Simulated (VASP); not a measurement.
# Y (P6_3/mmc) in VASP: further runs

Runs on Y. Level: LDA. Tasks: single point.

Program: VASP 6.6.1. These are calculated values, not measurements. Logs are shortened: lines on timing, memory, paths and dates and some standing lists are left out, and cuts for length are marked.

## Step 1: The cell of the first run

It takes space group P6_3/mmc (No. 194, hexagonal). The conventional cell has a = 3.578 Å, b = 3.578 Å, c = 5.747 Å, α = 90.00°, β = 90.00°, γ = 120.00°. Y (site symmetry -6m2) has 12 Y at 3.54 to 3.58 Å within 4.7 Å.

## Step 2: Single point, LDA (equal xx and yy strain of -2 %)

Contents of INCAR:

```
PREC     = Accurate       # precision mode
ENCUT    = 520            # plane-wave cutoff, eV
EDIFF    = 1E-6           # SCF threshold, eV
ISMEAR   = -1             # smearing method
SIGMA    = 0.08           # smearing width, eV
LREAL    = F              # projectors in reciprocal space
LASPH    = T              # aspherical terms in the spheres
NELM     = 100            # most SCF steps
ALGO     = Normal         # electronic algorithm
ISIF     = 2              # what is computed and relaxed
LWAVE    = F              # write WAVECAR
LCHARG   = F              # write CHGCAR
GGA      = CA             # functional
NBANDS   = 18             # bands
```

Contents of KPOINTS:

```
regular mesh
0
Gamma
  12 12 7
```

Contents of POSCAR:

```
Y
1.0
    3.5784692524      0.0000000000      0.0000000000
   -1.7892346261      3.0990452792      0.0000000000
    0.0000000000      0.0000000000      5.7474000000
Y
2
Direct
    0.3333333333      0.6666666667      0.2500000000
    0.6666666667      0.3333333333      0.7500000000
```

Potentials or basis: VASP PAW LDA potentials, release 64 (Y_sv).

Run with:

```
$ cat potpaw_LDA.64/Y_sv/POTCAR > POTCAR
$ mpirun -np 1 vasp_std > vasp.out
```

OUTCAR:

```text
PREC = Accurate
   ENCUT = 520
   EDIFF = 1E-6
   ISMEAR = -1
   LREAL = F
   LASPH = T
   NELM = 100
   ISIF = 2
   GGA = CA

 ion  position               nearest neighbor table
   1  0.333  0.667  0.250-   2 3.54   2 3.54   2 3.54   2 3.54   2 3.54   2 3.54
   2  0.667  0.333  0.750-   1 3.54   1 3.54   1 3.54   1 3.54   1 3.54   1 3.54

  LATTYP: Found a hexagonal cell.
 ALAT       =     3.5784692524
 C/A-ratio  =     1.6061057381

  Lattice vectors:

 A1 = (   3.5784692524,   0.0000000000,   0.0000000000)
 A2 = (  -1.7892346261,   3.0990452792,   0.0000000000)
 A3 = (   0.0000000000,   0.0000000000,   5.7474000000)

Analysis of symmetry for initial positions (statically):
=====================================================================
 Subroutine PRICEL returns:
 Original cell was already a primitive cell.

 Routine SETGRP: Setting up the symmetry group for a
 hexagonal supercell.

 Subroutine GETGRP returns: Found 24 space group operations
 (whereof 12 operations were pure point group operations)
 out of a pool of 24 trial point group operations.

The static configuration has the point symmetry D_3d.
 The point group associated with its full space group is D_6h.

Analysis of symmetry for dynamics (positions and initial velocities):
=====================================================================
 Subroutine PRICEL returns:
 Original cell was already a primitive cell.

 Routine SETGRP: Setting up the symmetry group for a
 hexagonal supercell.

 Subroutine GETGRP returns: Found 24 space group operations
 (whereof 12 operations were pure point group operations)
 out of a pool of 24 trial point group operations.

The dynamic configuration has the point symmetry D_3d.
 The point group associated with its full space group is D_6h.

 Subroutine INISYM returns: Found 24 space group operations
 (whereof 12 operations are pure point group operations),
 and found     1 'primitive' translations

----------------------------------------------------------------------------------------

                                     Primitive cell

  volume of cell :      63.7377

  direct lattice vectors                    reciprocal lattice vectors
     3.578469252  0.000000000  0.000000000     0.279449097  0.161340011  0.000000000
    -1.789234626  3.099045279  0.000000000     0.000000000  0.322680022  0.000000000
     0.000000000  0.000000000  5.747400000     0.000000000  0.000000000  0.173991718

[... 81 lines left out ...]
   ENCUT  =  520.0 eV  38.22 Ry    6.18 a.u.   6.65  6.65 10.69*2*pi/ulx,y,z
   NELM   =    100;   NELMIN=  2; NELMDL= -5     # of ELM steps
   EDIFF  = 0.1E-05   stopping-criterion for ELM
   LREAL  =      F    real-space projection
   EDIFFG = 0.1E-04   stopping-criterion for IOM
   NSW    =      0    number of steps for IOM
   IBRION =     -1    ionic relax: 0-MD 1-quasi-New 2-CG
   NFREE  =      0    steps in history (QN), initial steepest desc. (CG)
   ISIF   =      2    stress and relaxation
   ISYM   =      2    0-nonsym 1-usesym 2-fastsym
   POTIM  = 0.5000    time-step for ionic-motion
   TEBEG  =    0.0;   TEEND  =   0.0 temperature during run
   PSTRESS=    0.0 pullay stress
   NELECT =      22.0000    total number of electrons
   NUPDOWN=      -1.0000    fix difference up-down
   EMIN   =  10.00;   EMAX   =-10.00  energy-range for DOS
   EFERMI =   0.00;   METHOD = LEGACY
   ISMEAR =    -1;   SIGMA  =   0.08  broadening in eV -4-tet -1-fermi 0-gaus
   EFERMI_NEDOS =   21; number of points for ismear=-14 and -15
   IALGO  =     38    algorithm
   IMIX   =      4    mixing-type and parameters
     AMIX     =   0.40;   BMIX     =  1.00
     AMIX_MAG =   1.60;   BMIX_MAG =  1.00
  volume/ion in A,a.u.               =      31.87       215.06
  Fermi-wavevector in a.u.,A,eV,Ry     =   1.148374  2.170113 17.942871  1.318764
  Thomas-Fermi vector in A             =   2.285050
   LORBIT       =      0    0 simple, 1 ext, 2 COOP (PROOUT), +10 PAW based schemes
   GGA     = CA    functional components
   LHFCALC =     F    Hartree Fock is set to
   AEXX    =    0.0000 exact exchange contribution
   IVDW    =     0    specifies the selected vdW correction
   LEPSILON=     F    determine dielectric tensor
   LRPA    =     F    only Hartree local field effects (RPA)
 non-spin polarized calculation
  energy-cutoff  :      520.00
  volume of cell :       63.74
 maximum number of plane-waves:      1743
 NGX is ok and might be reduce to    28
   NGX = 13   NGY = 13   NGZ = 21

 number of electron      22.0000000 magnetization

 Free energy of the ion-electron system (eV)
  ---------------------------------------------------
  ext. energy  EPLUGINS =         0.00000000
  ---------------------------------------------------
  free energy    TOTEN  =       -13.89000292 eV

  energy without entropy =      -13.80602140  energy(sigma->0) =      -13.84801216

 E-fermi :   2.9850     XC(G=0):  -9.7598

 val. band max:        2.9847837695   @ k =   0.2500   0.2500   0.4286
 cond. band min:       2.9866094604   @ k =   0.4167   0.0833   0.0000
 fundamental gap:      0.0018256909
 Fermi energy:         2.9849707283

 k-point     1 :       0.0000    0.0000    0.0000
  band No.  band energies     occupation
      1     -39.4004      2.00000
      2     -39.3219      2.00000
      3     -19.8296      2.00000
      4     -19.2927      2.00000
      5     -19.2927      2.00000
      6     -19.2041      2.00000
[... 481 lines left out ...]
      5     -19.5427      2.00000
      6     -19.3898      2.00000
[... 10 lines left out ...]
     17       6.8561      0.00000
     18       7.1769      0.00000

 [... further k-points ...]

------------------------ aborting loop because EDIFF is reached ----------------------------------------

  FORCE on cell =-STRESS in cart. coord.  units (eV):
  Direction    XX          YY          ZZ          XY          YZ          ZX
  --------------------------------------------------------------------------------------
  -------------------------------------------------------------------------------------
  Total       -0.8458021     -0.8458021     -1.4638528     -0.0000000      0.0000000     -0.0000000
  in kB      -21.2609514    -21.2609514    -36.7969109     -0.0000000      0.0000000     -0.0000000
  external PRESSURE =     -26.4396046 kB  Pullay stress =       0.0000000 kB

 VOLUME and BASIS-vectors are now :
 -----------------------------------------------------------------------------
  energy-cutoff  :      520.00
  volume of cell :       63.74
      direct lattice vectors                 reciprocal lattice vectors
     3.578469252  0.000000000  0.000000000     0.279449097  0.161340011  0.000000000
    -1.789234626  3.099045279  0.000000000     0.000000000  0.322680022  0.000000000
     0.000000000  0.000000000  5.747400000     0.000000000  0.000000000  0.173991718

 POSITION                                       TOTAL-FORCE (eV/Angst)
 -----------------------------------------------------------------------------------
     -0.00000      2.06603      1.43685         0.000000     -0.000000      0.000000
      1.78923      1.03302      4.31055        -0.000000      0.000000      0.000000
 -----------------------------------------------------------------------------------
    total drift:                                0.000000     -0.000000      0.000000

  FREE ENERGIE OF THE ION-ELECTRON SYSTEM (eV)
  ---------------------------------------------------
  free  energy   TOTEN  =       -13.8900029181 eV

  energy  without entropy=      -13.8060213959  energy(sigma->0) =      -13.84801216
```

OSZICAR:

```text
N       E                     dE             d eps       ncg     rms          rms(c)
DAV:   1     0.898519680024E+02    0.89852E+02   -0.11328E+04  2736   0.117E+03
DAV:   2    -0.666602253644E+01   -0.96518E+02   -0.94971E+02  3422   0.262E+02
DAV:   3    -0.141188994909E+02   -0.74529E+01   -0.74002E+01  4800   0.433E+01
DAV:   4    -0.143099072537E+02   -0.19101E+00   -0.19079E+00  3346   0.713E+00
DAV:   5    -0.143146273464E+02   -0.47201E-02   -0.47188E-02  3918   0.856E-01    0.337E+01
DAV:   6    -0.139674743177E+02    0.34715E+00   -0.41530E-01  3026   0.380E+00    0.208E+01
DAV:   7    -0.139029233560E+02    0.64551E-01   -0.79350E-01  3826   0.467E+00    0.162E+00
DAV:   8    -0.138900402347E+02    0.12883E-01   -0.12279E-01  3384   0.205E+00    0.467E-01
DAV:   9    -0.138900066745E+02    0.33560E-04   -0.41528E-03  3580   0.414E-01    0.155E-01
DAV:  10    -0.138900020026E+02    0.46720E-05   -0.51685E-04  3388   0.183E-01    0.762E-02
DAV:  11    -0.138900046644E+02   -0.26619E-05   -0.33272E-05  4118   0.377E-02    0.727E-02
DAV:  12    -0.138900032609E+02    0.14035E-05   -0.81141E-06  3032   0.216E-02    0.241E-02
DAV:  13    -0.138900029181E+02    0.34274E-06   -0.59300E-07  1736   0.667E-03
   1 F= -.13890003E+02 E0= -.13848012E+02  d E =-.839815E-01
```

stdout:

```text
POSCAR found type information on POSCAR Y
 POSCAR found :  1 types and       2 ions
 scaLAPACK will be used
 LDA part: xc-table for (Slater(with rela. corr.)+CA(PZ))
 , standard interpolation
 POSCAR, INCAR and KPOINTS ok, starting setup
 FFT: planning ... GRIDC
 FFT: planning ... GRID_SOFT
 FFT: planning ... GRID
 WAVECAR not read
 entering main loop
```

Wall time 72 s (1 thread of Intel Xeon Platinum 8259CL at 2.50GHz (Skylake/Cascade Lake), shared host); peak memory 0.22 GiB.

What came out:

* Free energy: -13.8900 eV
* Pressure: -2.6 GPa
* Band gap on the k mesh: zero (bands 11 and 12 overlap by 1.28 eV)

Stress tensor (GPa, compression positive):
```
-2.13  0.00  0.00
 0.00 -2.13  0.00
 0.00  0.00 -3.68
```

Levels at points of the mesh, in eV from the Fermi level:
| k point | band 8 | band 9 | band 10 | band 11 | band 12 | band 13 | band 14 | band 15 |
| --- | --- | --- | --- | --- | --- | --- | --- | --- |
| (0.00, 0.00, 0.00) | -22.17 | -4.73 | -1.97 | 0.90 | 1.75 | 1.75 | 1.85 | 2.33 |
| (0.50, 0.00, 0.00) | -22.26 | -1.68 | -1.26 | -0.91 | 0.05 | 1.33 | 1.54 | 1.98 |

Caveat: the cell differs from its parent crystal (equal xx and yy strain of -2 %).

## Step 3: Single point, LDA (equal xx and yy strain of -1 %)

Contents of INCAR:

```
SYSTEM = Y
ALGO     = Normal         ! electronic algorithm
EDIFF    = 1E-7           ! SCF threshold, eV
ENCUT    = 520            ! plane-wave cutoff, eV
GGA      = CA             ! functional
ISIF     = 2              ! what is computed and relaxed
ISMEAR   = -1             ! smearing method
LASPH    = .TRUE.         ! aspherical terms in the spheres
LCHARG   = .TRUE.         ! write CHGCAR
LELF     = .TRUE.         ! ELF
LREAL    = .FALSE.        ! projectors in reciprocal space
LVHAR    = .TRUE.       
LWAVE    = .FALSE.        ! write WAVECAR
NBANDS   = 18             ! bands
NELM     = 100            ! most SCF steps
PREC     = Accurate       ! precision mode
SIGMA    = 0.08           ! smearing width, eV
```

Contents of KPOINTS:

```
k-points
0
G
  12 12 7
  0 0 0
```

Contents of POSCAR:

```
Y
1.0
    3.6149842447      0.0000000000      0.0000000000
   -1.8074921223      3.1306681902      0.0000000000
    0.0000000000      0.0000000000      5.7474000000
Y
2
Direct
    0.3333333333      0.6666666667      0.2500000000
    0.6666666667      0.3333333333      0.7500000000
```

Potentials or basis: VASP PAW LDA potentials, release 64 (Y_sv).

Run with:

```
$ cat potpaw_LDA.64/Y_sv/POTCAR > POTCAR
$ mpirun -np 1 vasp_std > vasp.out
```

Wall time 1.7 min (1 thread of Intel Xeon Platinum 8259CL at 2.50GHz (Skylake/Cascade Lake), shared host); peak memory 0.22 GiB.

The run converged. Its results:

```yaml
Free_energy: -13.8692 eV
Pressure: -3.3 GPa
Band_gap_on_the_k_mesh: zero (bands 11 and 12 overlap by 1.31 eV)
```

Stress tensor (GPa, compression positive):
```
-2.99  0.00  0.00
 0.00 -2.99  0.00
 0.00  0.00 -4.06
```

Levels at points of the mesh, in eV from the Fermi level:
```csv
k point,band 7,band 8,band 9,band 10,band 11,band 12,band 13,band 14,band 15,band 16
"(0.00, 0.00, 0.00)",-22.25,-22.23,-4.70,-1.92,0.91,1.72,1.72,1.90,2.30,2.30
"(0.50, 0.00, 0.00)",-22.38,-22.32,-1.68,-1.22,-0.86,-0.01,1.34,1.48,1.99,5.07
```

Caveat: the cell differs from its parent crystal (equal xx and yy strain of -1 %); the cell stands under tension.

## Step 4: Single point, LDA (equal xx and yy strain of +1 %)

Contents of INCAR:

```
SYSTEM = Y
PREC = Accurate
ENCUT = 520
EDIFF = 1E-6
ISMEAR = -1
SIGMA = 0.08
LREAL = .FALSE.
LASPH = .TRUE.
NELM = 80
ALGO = Normal
ISIF = 2
LWAVE = .FALSE.
LCHARG = .FALSE.
GGA = CA
NBANDS = 18
```

Contents of KPOINTS:

```
Automatic mesh
0
G
  12 12 7
  0 0 0
```

Contents of POSCAR:

```
Y
1.0
    3.6880142295      0.0000000000      0.0000000000
   -1.8440071147      3.1939140122      0.0000000000
    0.0000000000      0.0000000000      5.7474000000
Y
2
Direct
    0.3333333333      0.6666666667      0.2500000000
    0.6666666667      0.3333333333      0.7500000000
```

Run with:

```
$ cat potpaw_LDA.64/Y_sv/POTCAR > POTCAR
$ mpirun -np 1 vasp_std > vasp.out
```

Run time: 85 s. Hardware: 1 thread of Intel Xeon Platinum 8259CL at 2.50GHz (Skylake/Cascade Lake), shared host; peak memory 0.23 GiB.

The run converged. Its results:

| Quantity | Value |
| --- | --- |
| Free energy | -13.8063 eV |
| Pressure | -4.6 GPa |
| Band gap on the k mesh | zero (bands 11 and 12 overlap by 1.35 eV) |

Stress tensor (GPa, compression positive):
```
-4.58  0.00  0.00
 0.00 -4.58  0.00
 0.00  0.00 -4.69
```

Levels at points of the mesh, in eV from the Fermi level:
| k point | band 7 | band 8 | band 9 | band 10 | band 11 | band 12 | band 13 | band 14 | band 15 | band 16 |
| --- | --- | --- | --- | --- | --- | --- | --- | --- | --- | --- |
| (0.00, 0.00, 0.00) | -22.38 | -22.35 | -4.62 | -1.82 | 0.92 | 1.65 | 1.65 | 1.99 | 2.24 | 2.24 |
| (0.50, 0.00, 0.00) | -22.49 | -22.43 | -1.68 | -1.14 | -0.77 | -0.12 | 1.36 | 1.36 | 2.00 | 4.77 |

Caveat: the cell differs from its parent crystal (equal xx and yy strain of +1 %); the cell stands under tension.

## Step 5: Single point, LDA (equal xx and yy strain of +2 %)

Contents of INCAR:

```
  PREC = Accurate
  ENCUT = 520
  EDIFF = 1E-7
  ISMEAR = -1
  SIGMA = 0.08
  LREAL = F
  LASPH = T
  NELM = 80
  ALGO = Normal
  ISIF = 2
  LWAVE = F
  LCHARG = T
  GGA = CA
  LELF = T
  LVHAR = T
  NBANDS = 18
```

Contents of KPOINTS:

```
Automatic mesh
0
Gamma
  12 12 7
```

Contents of POSCAR:

```
Y
1.0
    3.7245292218      0.0000000000      0.0000000000
   -1.8622646109      3.2255369232      0.0000000000
    0.0000000000      0.0000000000      5.7474000000
Y
2
Direct
    0.3333333333      0.6666666667      0.2500000000
    0.6666666667      0.3333333333      0.7500000000
```

Run with:

```
$ cat potpaw_LDA.64/Y_sv/POTCAR > POTCAR
$ mpirun -np 1 vasp_std > vasp.out
```

Wall time 94 s (1 thread of Intel Xeon Platinum 8259CL at 2.50GHz (Skylake/Cascade Lake), shared host); peak memory 0.23 GiB.

The run converged. Its results:

```yaml
Free_energy: -13.7647 eV
Pressure: -5.2 GPa
Band_gap_on_the_k_mesh: zero (bands 11 and 12 overlap by 1.38 eV)
```

Stress tensor (GPa, compression positive):
```
-5.31  0.00  0.00
 0.00 -5.31  0.00
 0.00  0.00 -4.96
```

Levels at points of the mesh, in eV from the Fermi level:
```csv
k point,band 9,band 10,band 11,band 12,band 13,band 14
"(0.00, 0.00, 0.00)",-4.59,-1.77,0.93,1.62,1.62,2.03
"(0.50, 0.00, 0.00)",-1.68,-1.11,-0.72,-0.17,1.31,1.37
```

Caveat: the cell differs from its parent crystal (equal xx and yy strain of +2 %); the cell stands under tension.

## Step 6: Summary

| cell | gap on the mesh (eV) | pressure (GPa) |
| --- | --- | --- |
| a = 3.578, b = 3.578, c = 5.747 Å, angles 90.0, 90.0, 120.0°, 2 atoms | none | -2.6 |
| a = 3.615, b = 3.615, c = 5.747 Å, angles 90.0, 90.0, 120.0°, 2 atoms | none | -3.3 |
| a = 3.688, b = 3.688, c = 5.747 Å, angles 90.0, 90.0, 120.0°, 2 atoms | none | -4.6 |
| a = 3.725, b = 3.725, c = 5.747 Å, angles 90.0, 90.0, 120.0°, 2 atoms | none | -5.2 |

Alike in all rows: task single point; level LDA; potentials or basis VASP PAW LDA potentials, release 64 (Y_sv); no spin polarisation; k mesh 12 × 12 × 7; cutoff (eV) 520; smearing fermi-dirac 0.08 eV.

Caveats: the cell stands under tension (at least some runs).

Absolute energies hang on the potentials; compare differences alone.
